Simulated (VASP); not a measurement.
# Yb (Fd-3m) in VASP: a series of runs

Runs on Yb. Level: revPBE. Tasks: single point.

All numbers are computed with VASP 6.6.1; they aren't measurements. Logs are shortened: lines on timing, memory, paths and dates and some standing lists are left out, and cuts for length are marked.

### 1 The cell of the first run

The structure is cubic, space group Fd-3m (No. 227). The conventional cell has a = 8.504 Å, b = 8.504 Å, c = 8.504 Å, α = 90.00°, β = 90.00°, γ = 90.00°. Within 4.8 Å of Yb (site symmetry -43m) lie 4 Yb at 3.68 Å.

### 2 Single point, revPBE (volume scaled by 0.88)

File INCAR:

```
PREC = Accurate
ENCUT = 520
EDIFF = 1E-6
ISMEAR = -1
SIGMA = 0.1
LREAL = False
LASPH = True
NELM = 80
ALGO = Normal
ISIF = 2
LWAVE = False
LCHARG = True
GGA = RE
LELF = True
LVHAR = True
NBANDS = 31
```

File KPOINTS:

```
Automatic mesh
0
Gamma
  7 7 7
```

File POSCAR:

```
Yb
1.0
    0.0000000000      4.2518055648      4.2518055648
    4.2518055648      0.0000000000      4.2518055648
    4.2518055648      4.2518055648      0.0000000000
Yb
2
Direct
    0.1250000000      0.1250000000      0.1250000000
    0.8750000000      0.8750000000      0.8750000000
```

Potentials or basis: VASP PAW PBE potentials, release 64 (Yb).

On the command line:

```console
cat potpaw_PBE.64/Yb/POTCAR > POTCAR
mpirun -np 1 vasp_std > vasp.out
```

OUTCAR:

```text
PREC = Accurate
   ENCUT = 520
   EDIFF = 1E-6
   ISMEAR = -1
   LREAL = False
   LASPH = True
   NELM = 80
   ISIF = 2
   GGA = RE

 ion  position               nearest neighbor table
   1  0.125  0.125  0.125-   2 3.68   2 3.68   2 3.68   2 3.68
   2  0.875  0.875  0.875-   1 3.68   1 3.68   1 3.68   1 3.68

  LATTYP: Found a face centered cubic cell.
 ALAT       =     8.5036111296

  Lattice vectors:

 A1 = (   0.0000000000,   4.2518055648,   4.2518055648)
 A2 = (   4.2518055648,   0.0000000000,   4.2518055648)
 A3 = (   4.2518055648,   4.2518055648,   0.0000000000)

Analysis of symmetry for initial positions (statically):
=====================================================================
 Subroutine PRICEL returns:
 Original cell was already a primitive cell.

 Routine SETGRP: Setting up the symmetry group for a
 face centered cubic supercell.

 Subroutine GETGRP returns: Found 48 space group operations
 (whereof 12 operations were pure point group operations)
 out of a pool of 48 trial point group operations.

The static configuration has the point symmetry D_3d.
 The point group associated with its full space group is O_h .

Analysis of symmetry for dynamics (positions and initial velocities):
=====================================================================
 Subroutine PRICEL returns:
 Original cell was already a primitive cell.

 Routine SETGRP: Setting up the symmetry group for a
 face centered cubic supercell.

 Subroutine GETGRP returns: Found 48 space group operations
 (whereof 12 operations were pure point group operations)
 out of a pool of 48 trial point group operations.

The dynamic configuration has the point symmetry D_3d.
 The point group associated with its full space group is O_h .

 Subroutine INISYM returns: Found 48 space group operations
 (whereof 12 operations are pure point group operations),
 and found     1 'primitive' translations

----------------------------------------------------------------------------------------

                                     Primitive cell

  volume of cell :     153.7270

  direct lattice vectors                    reciprocal lattice vectors
     0.000000000  4.251805565  4.251805565    -0.117597099  0.117597099  0.117597099
     4.251805565  0.000000000  4.251805565     0.117597099 -0.117597099  0.117597099
[... 73 lines left out ...]
   ICHARG =      2    charge: 1-file 2-atom 10-const
   ISPIN  =      1    spin polarized calculation?
   LNONCOLLINEAR =      F non collinear calculations
   LSORBIT =      F    spin-orbit coupling
   LASPH  =      T    aspherical Exc in radial PAW
   ENCUT  =  520.0 eV  38.22 Ry    6.18 a.u.  11.18 11.18 11.18*2*pi/ulx,y,z
   NELM   =     80;   NELMIN=  2; NELMDL= -5     # of ELM steps
   EDIFF  = 0.1E-05   stopping-criterion for ELM
   LREAL  =      F    real-space projection
   EDIFFG = 0.1E-04   stopping-criterion for IOM
   NSW    =      0    number of steps for IOM
   IBRION =     -1    ionic relax: 0-MD 1-quasi-New 2-CG
   NFREE  =      0    steps in history (QN), initial steepest desc. (CG)
   ISIF   =      2    stress and relaxation
   ISYM   =      2    0-nonsym 1-usesym 2-fastsym
   POTIM  = 0.5000    time-step for ionic-motion
   TEBEG  =    0.0;   TEEND  =   0.0 temperature during run
   PSTRESS=    0.0 pullay stress
   NELECT =      48.0000    total number of electrons
   NUPDOWN=      -1.0000    fix difference up-down
   EMIN   =  10.00;   EMAX   =-10.00  energy-range for DOS
   EFERMI =   0.00;   METHOD = LEGACY
   ISMEAR =    -1;   SIGMA  =   0.10  broadening in eV -4-tet -1-fermi 0-gaus
   EFERMI_NEDOS =   21; number of points for ismear=-14 and -15
   IALGO  =     38    algorithm
   IMIX   =      4    mixing-type and parameters
     AMIX     =   0.40;   BMIX     =  1.00
     AMIX_MAG =   1.60;   BMIX_MAG =  1.00
  volume/ion in A,a.u.               =      76.86       518.70
  Fermi-wavevector in a.u.,A,eV,Ry     =   1.110636  2.098798 16.782962  1.233513
  Thomas-Fermi vector in A             =   2.247190
   LORBIT       =      0    0 simple, 1 ext, 2 COOP (PROOUT), +10 PAW based schemes
   GGA     = RE    functional components
   LHFCALC =     F    Hartree Fock is set to
   AEXX    =    0.0000 exact exchange contribution
   IVDW    =     0    specifies the selected vdW correction
   LEPSILON=     F    determine dielectric tensor
   LRPA    =     F    only Hartree local field effects (RPA)
 non-spin polarized calculation
  energy-cutoff  :      520.00
  volume of cell :      153.73
 maximum number of plane-waves:      4158
 NGX is ok and might be reduce to    48
   NGX = 23   NGY = 23   NGZ = 23

 number of electron      48.0000013 magnetization

 Free energy of the ion-electron system (eV)
  ---------------------------------------------------
  ext. energy  EPLUGINS =         0.00000000
  ---------------------------------------------------
  free energy    TOTEN  =        -4.51395160 eV

  energy without entropy =       -4.34726574  energy(sigma->0) =       -4.43060867

 E-fermi :  -0.3545     XC(G=0):  -6.3624

 val. band max:       -0.3605115278   @ k =  -0.4286   0.4286   0.0000
 cond. band min:      -0.3228090659   @ k =   0.2857   0.2857   0.0000
 fundamental gap:      0.0377024618
 Fermi energy:        -0.3544572769

 k-point     1 :       0.0000    0.0000    0.0000
  band No.  band energies     occupation
      1     -52.7265      2.00000
      2     -52.7146      2.00000
      3     -25.1861      2.00000
      4     -25.1861      2.00000
      5     -25.1861      2.00000
      6     -25.0867      2.00000
[... 669 lines left out ...]
     30       1.6399      0.00000
     31       2.4391      0.00000

------------------------ aborting loop because EDIFF is reached ----------------------------------------

  FORCE on cell =-STRESS in cart. coord.  units (eV):
  Direction    XX          YY          ZZ          XY          YZ          ZX
  --------------------------------------------------------------------------------------
  -------------------------------------------------------------------------------------
  Total        0.2574436      0.2574436      0.2574436     -0.0000000      0.0000000      0.0000000
  in kB        2.6831344      2.6831344      2.6831344     -0.0000000      0.0000000      0.0000000
  external PRESSURE =       2.6831344 kB  Pullay stress =       0.0000000 kB

 VOLUME and BASIS-vectors are now :
 -----------------------------------------------------------------------------
  energy-cutoff  :      520.00
  volume of cell :      153.73
      direct lattice vectors                 reciprocal lattice vectors
     0.000000000  4.251805565  4.251805565    -0.117597099  0.117597099  0.117597099
     4.251805565  0.000000000  4.251805565     0.117597099 -0.117597099  0.117597099
     4.251805565  4.251805565  0.000000000     0.117597099  0.117597099 -0.117597099

 POSITION                                       TOTAL-FORCE (eV/Angst)
 -----------------------------------------------------------------------------------
      1.06295      1.06295      1.06295        -0.000000      0.000000     -0.000000
      7.44066      7.44066      7.44066         0.000000     -0.000000      0.000000
 -----------------------------------------------------------------------------------
    total drift:                                0.000000      0.000000      0.000000

  FREE ENERGIE OF THE ION-ELECTRON SYSTEM (eV)
  ---------------------------------------------------
  free  energy   TOTEN  =        -4.5139515970 eV

  energy  without entropy=       -4.3472657436  energy(sigma->0) =       -4.43060867
```

OSZICAR:

```text
N       E                     dE             d eps       ncg     rms          rms(c)
DAV:   1     0.407953515245E+03    0.40795E+03   -0.16554E+04  1749   0.934E+03
DAV:   2     0.106586337018E+03   -0.30137E+03   -0.27864E+03  1939   0.959E+02
DAV:   3     0.115146866955E+02   -0.95072E+02   -0.93437E+02  2019   0.302E+02
[... 17 lines left out ...]
DAV:  21    -0.451417397516E+01    0.44035E-03   -0.23331E-04  1479   0.448E-01    0.179E-01
DAV:  22    -0.451397801528E+01    0.19596E-03   -0.23144E-04  2040   0.411E-01    0.693E-02
DAV:  23    -0.451394963491E+01    0.28380E-04   -0.78794E-05  1960   0.215E-01    0.116E-01
DAV:  24    -0.451395104552E+01   -0.14106E-05   -0.21078E-05  2368   0.532E-02    0.766E-02
DAV:  25    -0.451395159697E+01   -0.55145E-06   -0.26477E-06  1260   0.108E-02
   1 F= -.45139516E+01 E0= -.44306087E+01  d E =-.166686E+00
```

stdout:

```text
POSCAR found type information on POSCAR Yb
 POSCAR found :  1 types and       2 ions
 scaLAPACK will be used
 -----------------------------------------------------------------------------
|                                                                             |
|                                                                             |
|     You enforced a specific xc type in the INCAR file but a different       |
|     I HOPE YOU KNOW WHAT YOU ARE DOING!                                     |
|                                                                             |
 -----------------------------------------------------------------------------

 LDA part: xc-table for (Slater+PW92), standard interpolation
 POSCAR, INCAR and KPOINTS ok, starting setup
 FFT: planning ... GRIDC
 FFT: planning ... GRID_SOFT
 FFT: planning ... GRID
 WAVECAR not read
 entering main loop
```

Run time: 3.7 min. Hardware: 1 thread of Intel Xeon Platinum 8488C (Sapphire Rapids), shared host; peak memory 0.36 GiB.

What came out:

| Quantity | Value |
| --- | --- |
| Free energy | -4.5140 eV |
| Pressure | 0.3 GPa |
| Band gap on the k mesh | zero (band 24 reaches 0.59 eV, above the bottom of band 25 at -0.48 eV) |

Levels at points of the mesh, in eV from the Fermi level:
| k point | band 21 | band 22 | band 23 | band 24 | band 25 | band 26 | band 27 | band 28 |
| --- | --- | --- | --- | --- | --- | --- | --- | --- |
| (0.00, 0.00, 0.00) | -0.52 | -0.52 | -0.52 | 0.95 | 0.95 | 0.95 | 1.16 | 1.16 |

Caveat: the PAW data sets were made with another functional, which shifts forces and pressure a little; spin-orbit coupling is left out, which moves the levels of the heavy elements. Spin polarisation is off, so any magnetic state and its effect on volume and gap are missing.

### 3 Single point, revPBE (volume scaled by 0.92)

File INCAR:

```
SYSTEM = Yb
  ALGO = Normal
  EDIFF = 1E-6
  ENCUT = 520
  GGA = RE
  ISIF = 2
  ISMEAR = -1
  LASPH = .TRUE.
  LCHARG = .FALSE.
  LREAL = .FALSE.
  LWAVE = .FALSE.
  NBANDS = 31
  NELM = 100
  PREC = Accurate
  SIGMA = 0.1
```

File KPOINTS:

```
k-points
0
G
  7 7 7
  0 0 0
```

File POSCAR:

```
Yb
1.0
    0.0000000000      4.3152747066      4.3152747066
    4.3152747066      0.0000000000      4.3152747066
    4.3152747066      4.3152747066      0.0000000000
Yb
2
Direct
    0.1250000000      0.1250000000      0.1250000000
    0.8750000000      0.8750000000      0.8750000000
```

Potentials or basis: VASP PAW PBE potentials, release 64 (Yb).

On the command line:

```console
cat potpaw_PBE.64/Yb/POTCAR > POTCAR
mpirun -np 1 vasp_std > vasp.out
```

Wall time 6.1 min (1 thread of Intel Xeon Platinum 8488C (Sapphire Rapids), shared host); peak memory 0.36 GiB.

It converged, with:

| Property | Result |
| --- | --- |
| Free energy | -4.5294 eV |
| Pressure | 0.3 GPa |
| Band gap on the k mesh | zero (band 24 reaches 0.51 eV, above the bottom of band 25 at -0.52 eV) |

Levels at points of the mesh, in eV from the Fermi level:
```tsv
k point	band 22	band 23	band 24	band 25	band 26	band 27
(0.00, 0.00, 0.00)	-0.52	-0.52	0.92	0.92	0.92	1.17
```

Caveat: the PAW data sets were made with another functional, which shifts forces and pressure a little; spin-orbit coupling is left out, which moves the levels of the heavy elements.

### 4 Single point, revPBE (volume scaled by 0.96)

File INCAR:

```
PREC = Accurate ; ENCUT = 520
EDIFF = 1E-6 ; ISMEAR = -1
SIGMA = 0.1 ; LREAL = False
LASPH = True ; NELM = 60
ALGO = Normal ; ISIF = 2
LWAVE = False ; LCHARG = True
GGA = RE ; LELF = True
LVHAR = True ; NBANDS = 31
```

File KPOINTS:

```
regular mesh
0
Gamma
  7 7 7
```

File POSCAR:

```
Yb
1.0
    0.0000000000      4.3769298180      4.3769298180
    4.3769298180      0.0000000000      4.3769298180
    4.3769298180      4.3769298180      0.0000000000
Yb
2
Direct
    0.1250000000      0.1250000000      0.1250000000
    0.8750000000      0.8750000000      0.8750000000
```

On the command line:

```console
cat potpaw_PBE.64/Yb/POTCAR > POTCAR
mpirun -np 1 vasp_std > vasp.out
```

It took 5.5 min on 1 thread of Intel Xeon Platinum 8488C (Sapphire Rapids), shared host; peak memory 0.36 GiB.

It converged, with:

* Free energy: -4.5374 eV
* Pressure: -0.2 GPa
* Band gap on the k mesh: zero (band 24 reaches 0.43 eV, above the bottom of band 25 at -0.56 eV)

Levels at points of the mesh, in eV from the Fermi level:
| k point | band 22 | band 23 | band 24 | band 25 | band 26 | band 27 |
| --- | --- | --- | --- | --- | --- | --- |
| (0.00, 0.00, 0.00) | -0.53 | -0.53 | 0.90 | 0.90 | 0.90 | 1.17 |

Caveat: the PAW data sets were made with another functional, which shifts forces and pressure a little; spin-orbit coupling is left out, which moves the levels of the heavy elements. Spin polarisation is off, so any magnetic state and its effect on volume and gap are missing.

### 5 The runs side by side

| cell | gap on the mesh (eV) | pressure (GPa) |
| --- | --- | --- |
| a = 6.013 Å, angles 60.0°, 2 atoms | none | 0.3 |
| a = 6.103 Å, angles 60.0°, 2 atoms | none | 0.3 |
| a = 6.190 Å, angles 60.0°, 2 atoms | none | -0.2 |

Alike in all rows: task single point; level revPBE; potentials or basis VASP PAW PBE potentials, release 64 (Yb); no spin polarisation; k mesh 7 × 7 × 7; cutoff (eV) 520; smearing fermi-dirac 0.1 eV.

Caveats: the PAW data sets were made with another functional, which shifts forces and pressure a little; spin-orbit coupling is left out, which moves the levels of the heavy elements.

Absolute energies hang on the potentials; compare differences alone.
